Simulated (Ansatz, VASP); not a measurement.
## W: VASP beside Ansatz

File INCAR:

```
ALGO = Normal
EDIFF = 1E-6
ENCUT = 500
GGA = PE
GGA_COMPAT = False
ISIF = 2
ISMEAR = -1
IVDW = 13
LASPH = True
LCHARG = True
LELF = True
LREAL = False
LVHAR = True
LWAVE = False
NBANDS = 13
NELM = 120
PREC = Accurate
SIGMA = 0.1
```

KPOINTS

```
k-points
0
Gamma
  8 8 8
```

Contents of POSCAR:

```
W
1.0
   -1.5959048000      1.5959048000      1.5959048000
    1.5959048000     -1.5959048000      1.5959048000
    1.5959048000      1.5959048000     -1.5959048000
W
1
Direct
    0.0000000000      0.0000000000      0.0000000000
```

Input for Ansatz:

```yaml
crystal:
  lattice:
    - [-1.5959048, 1.5959048, 1.5959048]
    - [1.5959048, -1.5959048, 1.5959048]
    - [1.5959048, 1.5959048, -1.5959048]
  atoms:
    - { symbol: W, position: [0.0, 0.0, 0.0] }
  symmetry: { tolerance: 0.0003 }
kpoints:
  mp_grid: { grid: [8, 8, 8], shift: [0, 0, 0] }
magnetization:
  spin_polarized: false
scf:
  occupations: { method: fermi_dirac }
hamiltonian:
  pseudopotentials: { kind: paw }
  xc: pbe
  dispersion: d4
basis:
  ecutwfc: 500
output:
  forces: true
  stress: true
  eigenvalues: true
```

Alike in both runs: task single point; functional PBE; dispersion D4; k mesh 8 × 8 × 8; no spin polarisation.

|  | VASP | Ansatz |
| --- | --- | --- |
| version | VASP 6.6.1 | Ansatz 0.2.0 |
| potentials or method | VASP PAW PBE potentials, release 64 (W_sv), cutoff 500 eV | PAW plane waves |
| occupations | fermi-dirac, width 0.1 eV | fermi-dirac |
| valence electrons in the cell | 14 | 14 |

Ansatz gave:

```
gap on the k mesh at the Fermi level (eV) : none
pressure (GPa)                            : -8.5
```

Task: What did VASP give for the same quantities?

Result: gap on the k mesh at the Fermi level (eV): none; pressure (GPa): -8.1.

A gap of «none» marks a metal or a gap that the smearing closes.

Spin-orbit coupling is off throughout.
